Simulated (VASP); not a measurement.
# ZnS (P6_3mc) in VASP: notebook

ZnS is run at these levels: PBE; tasks: relaxation of the atoms.

All numbers are computed with VASP 6.6.1; they aren't measurements. Logs are shortened: lines on timing, memory, paths and dates and some standing lists are left out, and cuts for length are marked.

### 1 The cell of the first run

The structure is hexagonal, space group P6_3mc (No. 186). Conventional cell: a = 3.844 Å, b = 3.844 Å, c = 6.368 Å, α = 90.00°, β = 90.00°, γ = 120.00°. Within 3.1 Å of Zn (site symmetry 3m) lie 4 S at 2.36 to 2.38 Å. S (site symmetry 3m) has 4 Zn at 2.36 to 2.38 Å within 3.1 Å.

### 2 Relaxation of the atoms, PBE (strain along c alone, the other axes held: +1.0 %)

The input, INCAR:

```
PREC     = Accurate       # precision mode
ENCUT    = 520            # plane-wave cutoff, eV
EDIFF    = 1E-6           # SCF threshold, eV
ISMEAR   = 0              # smearing method
SIGMA    = 0.02           # smearing width, eV
LREAL    = F              # projectors in reciprocal space
LASPH    = T              # aspherical terms in the spheres
NELM     = 80             # most SCF steps
ALGO     = Normal         # electronic algorithm
ISIF     = 2              # what is computed and relaxed
LWAVE    = F              # write WAVECAR
LCHARG   = F              # write CHGCAR
GGA      = PE             # functional
IBRION   = 2              # ionic algorithm
NSW      = 60             # ionic steps
EDIFFG   = -0.008         # ionic threshold
```

The input, KPOINTS:

```
regular mesh
0
Gamma
  12 12 4
```

The input, POSCAR:

```
ZnS
1.0
    3.8440669355      0.0000000000      0.0000000000
   -1.9220334677      3.3290596200      0.0000000000
    0.0000000000      0.0000000000      6.3676894919
Zn S
2 2
Direct
    0.3333333333      0.6666666667      0.0002666736
    0.6666666667      0.3333333333      0.5002666736
    0.3333333333      0.6666666667      0.3747333264
    0.6666666667      0.3333333333      0.8747333264
```

Potentials or basis: VASP PAW PBE potentials, release 64 (Zn, S).

Run with:

```console
$ cat potpaw_PBE.64/Zn/POTCAR potpaw_PBE.64/S/POTCAR > POTCAR
$ mpirun -np 1 vasp_std > vasp.out
```

OUTCAR:

```text
PREC = Accurate
   ENCUT = 520
   EDIFF = 1E-6
   ISMEAR = 0
   LREAL = F
   LASPH = T
   NELM = 80
   ISIF = 2
   GGA = PE
   IBRION = 2
   NSW = 60
   EDIFFG = -0.008

 ion  position               nearest neighbor table
   1  0.333  0.667  0.000-   4 2.36   4 2.36   4 2.36   3 2.38
   2  0.667  0.333  0.500-   3 2.36   3 2.36   3 2.36   4 2.38
   3  0.333  0.667  0.375-   2 2.36   2 2.36   2 2.36   1 2.38
   4  0.667  0.333  0.875-   1 2.36   1 2.36   1 2.36   2 2.38

  LATTYP: Found a hexagonal cell.
 ALAT       =     3.8440669355
 C/A-ratio  =     1.6564980784

  Lattice vectors:

 A1 = (   3.8440669355,   0.0000000000,   0.0000000000)
 A2 = (  -1.9220334677,   3.3290596200,   0.0000000000)
 A3 = (   0.0000000000,   0.0000000000,   6.3676894919)

Analysis of symmetry for initial positions (statically):
=====================================================================
 Subroutine PRICEL returns:
 Original cell was already a primitive cell.

 Routine SETGRP: Setting up the symmetry group for a
 hexagonal supercell.

 Subroutine GETGRP returns: Found 12 space group operations
 (whereof  6 operations were pure point group operations)
 out of a pool of 24 trial point group operations.

The static configuration has the point symmetry C_3v.
 The point group associated with its full space group is C_6v.

Analysis of symmetry for dynamics (positions and initial velocities):
=====================================================================
 Subroutine PRICEL returns:
 Original cell was already a primitive cell.

 Routine SETGRP: Setting up the symmetry group for a
 hexagonal supercell.

 Subroutine GETGRP returns: Found 12 space group operations
 (whereof  6 operations were pure point group operations)
 out of a pool of 24 trial point group operations.

The dynamic configuration has the point symmetry C_3v.
 The point group associated with its full space group is C_6v.

 Subroutine INISYM returns: Found 12 space group operations
 (whereof  6 operations are pure point group operations),
 and found     1 'primitive' translations

----------------------------------------------------------------------------------------

                                     Primitive cell

  volume of cell :      81.4881

  direct lattice vectors                    reciprocal lattice vectors
     3.844066935  0.000000000  0.000000000     0.260141152  0.150192564  0.000000000
    -1.922033468  3.329059620  0.000000000     0.000000000  0.300385128  0.000000000
     0.000000000  0.000000000  6.367689492     0.000000000  0.000000000  0.157042833

  length of vectors
     3.844066935  3.844066935  6.367689492     0.300385128  0.300385128  0.157042833

  position of ions in fractional coordinates (direct lattice)
     0.333333333  0.666666667  0.000266674
     0.666666667  0.333333333  0.500266674
     0.333333333  0.666666667  0.374733326
     0.666666667  0.333333333  0.874733326

  ion indices of the primitive-cell ions
   primitive index   ion index
                 1           1
                 2           2
                 3           3
                 4           4

----------------------------------------------------------------------------------------

 KPOINTS: regular mesh

Automatic generation of k-mesh.
 Grid dimensions read from file:
 generate k-points for:   12   12    4

 Generating k-lattice:

  Cartesian coordinates                     Fractional coordinates (reciprocal lattice)
     0.021678429  0.012516047  0.000000000     0.083333333  0.000000000  0.000000000
     0.000000000  0.025032094  0.000000000     0.000000000  0.083333333  0.000000000
     0.000000000  0.000000000  0.039260708     0.000000000  0.000000000  0.250000000

  Length of vectors
     0.025032094  0.025032094  0.039260708

  Shift w.r.t. Gamma in fractional coordinates (k-lattice)
     0.000000000  0.000000000  0.000000000

 Subroutine IBZKPT returns following result:
 ===========================================

 Found     57 irreducible k-points:

 Following reciprocal coordinates:
            Coordinates               Weight
  0.000000  0.000000  0.000000      1.000000
  0.083333  0.000000  0.000000      6.000000
  0.166667 -0.000000  0.000000      6.000000
  0.250000  0.000000  0.000000      6.000000
  0.333333  0.000000  0.000000      6.000000
  0.416667  0.000000  0.000000      6.000000
[... 16 lines left out ...]
  0.250000  0.000000  0.250000     12.000000
  0.333333  0.000000  0.250000     12.000000
 [... further k-points ...]
   k-points           NKPTS =     57   k-points in BZ     NKDIM =     57   number of bands    NBANDS=     22
   number of dos      NEDOS =    301   number of ions     NIONS =      4
   total plane-waves  NPLWV =  43200
   dimension x,y,z NGX =    30 NGY =   30 NGZ =   48
   dimension x,y,z NGXF=    60 NGYF=   60 NGZF=   96
   ions per type =               2   2
   NGX,Y,Z   is equivalent  to a cutoff of  12.97, 12.97, 12.53 a.u.
   NGXF,Y,Z  is equivalent  to a cutoff of  25.95, 25.95, 25.06 a.u.
 SYSTEM =  unknown system
   PREC   = accura    normal or accurate (medium, high low for compatibility)
   ISTART =      0    job   : 0-new  1-cont  2-samecut
   ICHARG =      2    charge: 1-file 2-atom 10-const
   ISPIN  =      1    spin polarized calculation?
   LNONCOLLINEAR =      F non collinear calculations
   LSORBIT =      F    spin-orbit coupling
   LASPH  =      T    aspherical Exc in radial PAW
   ENCUT  =  520.0 eV  38.22 Ry    6.18 a.u.   7.15  7.15 11.84*2*pi/ulx,y,z
   NELM   =     80;   NELMIN=  2; NELMDL= -5     # of ELM steps
   EDIFF  = 0.1E-05   stopping-criterion for ELM
   LREAL  =      F    real-space projection
   EDIFFG = -.8E-02   stopping-criterion for IOM
   NSW    =     60    number of steps for IOM
   IBRION =      2    ionic relax: 0-MD 1-quasi-New 2-CG
   NFREE  =      1    steps in history (QN), initial steepest desc. (CG)
   ISIF   =      2    stress and relaxation
   ISYM   =      2    0-nonsym 1-usesym 2-fastsym
   POTIM  = 0.5000    time-step for ionic-motion
   TEBEG  =    0.0;   TEEND  =   0.0 temperature during run
   PSTRESS=    0.0 pullay stress
   NELECT =      36.0000    total number of electrons
   NUPDOWN=      -1.0000    fix difference up-down
   EMIN   =  10.00;   EMAX   =-10.00  energy-range for DOS
   EFERMI =   0.00;   METHOD = LEGACY
   ISMEAR =     0;   SIGMA  =   0.02  broadening in eV -4-tet -1-fermi 0-gaus
   EFERMI_NEDOS =   21; number of points for ismear=-14 and -15
   IALGO  =     38    algorithm
   IMIX   =      4    mixing-type and parameters
     AMIX     =   0.40;   BMIX     =  1.00
     AMIX_MAG =   1.60;   BMIX_MAG =  1.00
  volume/ion in A,a.u.               =      20.37       137.48
  Fermi-wavevector in a.u.,A,eV,Ry     =   1.246840  2.356187 21.151767  1.554611
  Thomas-Fermi vector in A             =   2.381000
   LORBIT       =      0    0 simple, 1 ext, 2 COOP (PROOUT), +10 PAW based schemes
   GGA     = PE    functional components
   LHFCALC =     F    Hartree Fock is set to
   AEXX    =    0.0000 exact exchange contribution
   IVDW    =     0    specifies the selected vdW correction
   LEPSILON=     F    determine dielectric tensor
   LRPA    =     F    only Hartree local field effects (RPA)
 conjugate gradient relaxation of ions
 non-spin polarized calculation
 Gauss-broadening in eV      SIGMA  =   0.02
  energy-cutoff  :      520.00
  volume of cell :       81.49
 maximum number of plane-waves:      2214
 NGX is ok and might be reduce to    30
   NGX = 15   NGY = 15   NGZ = 23

--------------------------------------- Ionic step        1  -------------------------------------------

 number of electron      36.0000052 magnetization

 Free energy of the ion-electron system (eV)
  ---------------------------------------------------
  ext. energy  EPLUGINS =         0.00000000
  ---------------------------------------------------
  free energy    TOTEN  =       -13.69102037 eV

  energy without entropy =      -13.69102037  energy(sigma->0) =      -13.69102037

------------------------ aborting loop because EDIFF is reached ----------------------------------------

  FORCE on cell =-STRESS in cart. coord.  units (eV):
  Direction    XX          YY          ZZ          XY          YZ          ZX
  --------------------------------------------------------------------------------------
  -------------------------------------------------------------------------------------
  Total       -0.0365506     -0.0365506     -0.6729595     -0.0000000      0.0000000      0.0000000
  in kB       -0.7186392     -0.7186392    -13.2313799     -0.0000000      0.0000000      0.0000000
  external PRESSURE =      -4.8895527 kB  Pullay stress =       0.0000000 kB
[... 61 lines left out ...]
  energy  without entropy=      -13.6913579346  energy(sigma->0) =      -13.69135793

--------------------------------------- Ionic step        3  -------------------------------------------

 number of electron      36.0000046 magnetization

 Free energy of the ion-electron system (eV)
  ---------------------------------------------------
  ext. energy  EPLUGINS =         0.00000000
  ---------------------------------------------------
  free energy    TOTEN  =       -13.69148592 eV

  energy without entropy =      -13.69148592  energy(sigma->0) =      -13.69148592

 E-fermi :   1.9497     XC(G=0):  -9.4744

 val. band max:        1.8465193020   @ k =   0.0000   0.0000   0.0000
 cond. band min:       3.8590388557   @ k =   0.0000   0.0000   0.0000
 fundamental gap:      2.0125195536
 Fermi energy:         1.9497428101

 k-point     1 :       0.0000    0.0000    0.0000
  band No.  band energies     occupation
      1     -11.1145      2.00000
      2     -10.2602      2.00000
      3      -4.3957      2.00000
      4      -4.3796      2.00000
      5      -4.3796      2.00000
      6      -4.3029      2.00000
[... 574 lines left out ...]
      6      -4.1772      2.00000
[... 14 lines left out ...]
     21       7.5336      0.00000
     22       7.9055      0.00000

 [... further k-points ...]

------------------------ aborting loop because EDIFF is reached ----------------------------------------

  FORCE on cell =-STRESS in cart. coord.  units (eV):
  Direction    XX          YY          ZZ          XY          YZ          ZX
  --------------------------------------------------------------------------------------
  -------------------------------------------------------------------------------------
  Total       -0.0922088     -0.0922088     -0.5838004     -0.0000000      0.0000000      0.0000000
  in kB       -1.8129614     -1.8129614    -11.4783793     -0.0000000      0.0000000      0.0000000
  external PRESSURE =      -5.0347674 kB  Pullay stress =       0.0000000 kB
[... 19 lines left out ...]
  FREE ENERGIE OF THE ION-ELECTRON SYSTEM (eV)
  ---------------------------------------------------
  free  energy   TOTEN  =       -13.6914859174 eV

  energy  without entropy=      -13.6914859174  energy(sigma->0) =      -13.69148592

 reached required accuracy - stopping structural energy minimisation
```

Run time: 81 s. Hardware: 1 thread of Oxide Virtual Turin-like, shared host; peak memory 0.22 GiB.

Results:

```
Free energy               : -13.6915 eV
Energy gained by relaxing : 0.1 meV/atom
Ionic steps               : 3
Pressure after relaxing   : -0.5 GPa
Band gap on the k mesh    : 2.01 eV
```

Stress tensor (GPa, compression positive):
```
-0.18  0.00  0.00
 0.00 -0.18  0.00
 0.00  0.00 -1.15
```

Step by step:
```csv
step,energy change (eV),largest force (eV/Å),pressure (GPa)
1,0.0000,0.0478,-0.49
2,-0.0003,0.0251,-0.49
3,-0.0005,0.0004,-0.50
```

Final structure:
```
CELL_PARAMETERS angstrom
3.84407 0.00000 0.00000
-1.92203 3.32906 0.00000
0.00000 0.00000 6.36769
ATOMIC_POSITIONS crystal
Zn 0.33333 0.66667 0.00103
Zn 0.66667 0.33333 0.50103
S 0.33333 0.66667 0.37397
S 0.66667 0.33333 0.87397
```

Levels at points of the mesh, in eV from the valence-band top:
```csv
k point,band 15,band 16,band 17,band 18,band 19,band 20,band 21,band 22
"(0.00, 0.00, 0.00)",-0.82,-0.12,0.00,0.00,2.01,3.11,6.36,6.36
"(0.50, 0.00, 0.00)",-3.12,-2.09,-1.61,-0.84,3.72,4.12,5.09,6.92
"(0.00, 0.00, 0.50)",-0.43,-0.43,-0.43,-0.43,3.48,3.48,6.68,6.68
"(0.50, 0.00, 0.50)",-1.60,-1.60,-1.51,-1.51,3.49,3.49,5.23,5.23
```

Caveat: the cell differs from its parent crystal (strain along c alone, the other axes held: +1.0 %). A k mesh can miss the band edges.

### 3 Relaxation of the atoms, PBE (strain along c alone, the other axes held: -2.0 %)

The input, INCAR:

```
  PREC = Accurate
  ENCUT = 520
  EDIFF = 1E-6
  ISMEAR = 0
  SIGMA = 0.02
  LREAL = F
  LASPH = T
  NELM = 60
  ALGO = Normal
  ISIF = 2
  LWAVE = F
  LCHARG = F
  GGA = PE
  IBRION = 2
  NSW = 60
  EDIFFG = -0.008
```

The input, KPOINTS:

```
Automatic mesh
0
Gamma
  12 12 4
```

The input, POSCAR:

```
ZnS
1.0
    3.8440669355      0.0000000000      0.0000000000
   -1.9220334677      3.3290596200      0.0000000000
    0.0000000000      0.0000000000      6.1785502001
Zn S
2 2
Direct
    0.3333333333      0.6666666667     -0.0005970706
    0.6666666667      0.3333333333      0.4994029294
    0.3333333333      0.6666666667      0.3755970706
    0.6666666667      0.3333333333      0.8755970706
```

Potentials or basis: VASP PAW PBE potentials, release 64 (Zn, S).

Run with:

```console
$ cat potpaw_PBE.64/Zn/POTCAR potpaw_PBE.64/S/POTCAR > POTCAR
$ mpirun -np 1 vasp_std > vasp.out
```

Wall time 3.7 min (1 thread of Oxide Virtual Turin-like, shared host); peak memory 0.22 GiB.

Results (log left out):

```
Free energy               : -13.6774 eV
Energy gained by relaxing : 0.2 meV/atom
Ionic steps               : 3
Pressure after relaxing   : 1.7 GPa
Band gap on the k mesh    : 2.21 eV
```

Stress tensor (GPa, compression positive):
```
1.06 0.00 0.00
0.00 1.06 0.00
0.00 0.00 3.02
```

The path:
| step | energy change (eV) | largest force (eV/Å) | pressure (GPa) |
| --- | --- | --- | --- |
| 1 | 0.0000 | 0.0728 | 1.72 |
| 2 | -0.0007 | 0.0305 | 1.72 |
| 3 | -0.0009 | 0.0010 | 1.71 |

Final structure:
```
Zn S
1.0
     3.84407    0.00000    0.00000
    -1.92203    3.32906    0.00000
     0.00000    0.00000    6.17855
Zn S
2 2
Direct
  0.33333 0.66667 0.99843
  0.66667 0.33333 0.49843
  0.33333 0.66667 0.37657
  0.66667 0.33333 0.87657
```

Levels at points of the mesh, in eV from the valence-band top:
| k point | band 14 | band 15 | band 16 | band 17 | band 18 | band 19 | band 20 | band 21 | band 22 |
| --- | --- | --- | --- | --- | --- | --- | --- | --- | --- |
| (0.00, 0.00, 0.00) | -0.94 | -0.94 | -0.01 | -0.01 | 0.00 | 2.21 | 2.93 | 6.24 | 6.24 |
| (0.50, 0.00, 0.00) | -4.06 | -3.21 | -2.27 | -1.62 | -0.88 | 3.58 | 4.28 | 5.24 | 6.95 |
| (0.00, 0.00, 0.50) | -2.76 | -0.50 | -0.50 | -0.50 | -0.50 | 3.46 | 3.46 | 6.69 | 6.69 |
| (0.50, 0.00, 0.50) | -4.83 | -1.63 | -1.63 | -1.52 | -1.52 | 3.61 | 3.61 | 5.25 | 5.25 |

Caveat: the cell differs from its parent crystal (strain along c alone, the other axes held: -2.0 %).

[end of part 1 of 2]
